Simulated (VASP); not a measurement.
Input of a VASP 6.6.1 run:

File INCAR:

```
SYSTEM = Ga15CN16
PREC = Accurate
ENCUT = 520
EDIFF = 1E-6
ISMEAR = -1
SIGMA = 0.01
LREAL = Auto
LASPH = .True.
NELM = 120
ALGO = Normal
ISIF = 2
LWAVE = .False.
LCHARG = .False.
GGA = PE
NBANDS = 162
NELECT = 278.0
GGA_COMPAT = .False.
```

Contents of KPOINTS:

```
regular mesh
0
Gamma
  4 4 2
  0 0 0
```

POSCAR

```
Ga15CN16
1.0
    6.3600000000      0.0000000000      0.0000000000
   -3.1800000000      5.5079215680      0.0000000000
    0.0000000000      0.0000000000     10.3320000000
C Ga N
1 15 16
Direct
    0.1666666667      0.3333333333      0.0034109561
    0.1666666667      0.3333333333      0.4965726664
    0.1557359560      0.8278679780      0.0024462343
    0.1705762521      0.8352881261      0.4997654354
    0.6721320220      0.3442640440      0.0024462343
    0.6647118739      0.3294237479      0.4997654354
    0.6721320220      0.8278679780      0.0024462343
    0.6647118739      0.8352881261      0.4997654354
    0.3321649226      0.1678350774      0.2421321418
    0.3280479232      0.1719520768      0.7541245953
    0.3321649226      0.6643298453      0.2421321418
    0.3280479232      0.6560958463      0.7541245953
    0.8356701547      0.1678350774      0.2421321418
    0.8439041537      0.1719520768      0.7541245953
    0.8333333333      0.6666666667      0.2550366726
    0.8333333333      0.6666666667      0.7462549548
    0.1666666667      0.3333333333      0.1517205149
    0.1666666667      0.3333333333      0.6835265840
    0.1639829348      0.8319914674      0.1879140665
    0.1722407911      0.8361203956      0.6935060557
    0.6680085326      0.3360170652      0.1879140665
    0.6638796044      0.3277592089      0.6935060557
    0.6680085326      0.8319914674      0.1879140665
    0.6638796044      0.8361203956      0.6935060557
    0.3322049031      0.1677950969      0.4321924061
    0.3041775776      0.1958224224      0.9497342906
    0.3322049031      0.6644098063      0.4321924061
    0.3041775776      0.6083551552      0.9497342906
    0.8355901937      0.1677950969      0.4321924061
    0.8916448448      0.1958224224      0.9497342906
    0.8333333333      0.6666666667      0.4433457915
    0.8333333333      0.6666666667      0.9346861822
```

Potentials or basis: VASP PAW PBE potentials, release 64 (C, Ga_d, N).

The run is started by

```console
$ cat potpaw_PBE.64/C/POTCAR potpaw_PBE.64/Ga_d/POTCAR potpaw_PBE.64/N/POTCAR > POTCAR
$ mpirun -np 1 vasp_std > vasp.out
```

Problem. Estimate the largest force.

Solution. 0.032 eV/Å.

Forces on the atoms (eV/Å):
```
C    0.000  0.000 -0.027
Ga   0.000  0.000  0.012
Ga  -0.022 -0.013  0.020
Ga  -0.002 -0.001 -0.006
Ga   0.000  0.026  0.020
Ga   0.000  0.003 -0.006
Ga   0.022 -0.013  0.020
Ga   0.002 -0.001 -0.006
Ga   0.020 -0.011 -0.001
Ga  -0.008  0.005 -0.013
Ga   0.000  0.023 -0.001
Ga   0.000 -0.009 -0.013
Ga  -0.020 -0.011 -0.001
Ga   0.008  0.005 -0.013
Ga   0.000  0.000 -0.001
Ga   0.000  0.000  0.005
N    0.000  0.000  0.008
N    0.000  0.000  0.013
N    0.004  0.002 -0.007
N   -0.001  0.000  0.006
N    0.000 -0.005 -0.007
N    0.000  0.001  0.006
N   -0.004  0.002 -0.007
N    0.001  0.000  0.006
N   -0.007  0.004  0.003
N   -0.005  0.003 -0.003
N    0.000 -0.008  0.003
N    0.000 -0.006 -0.003
N    0.007  0.004  0.003
N    0.005  0.003 -0.003
N    0.000  0.000  0.002
N    0.000  0.000 -0.015
```

Caveat: the cell carries a net charge on a neutralising background, which shifts energy and pressure.
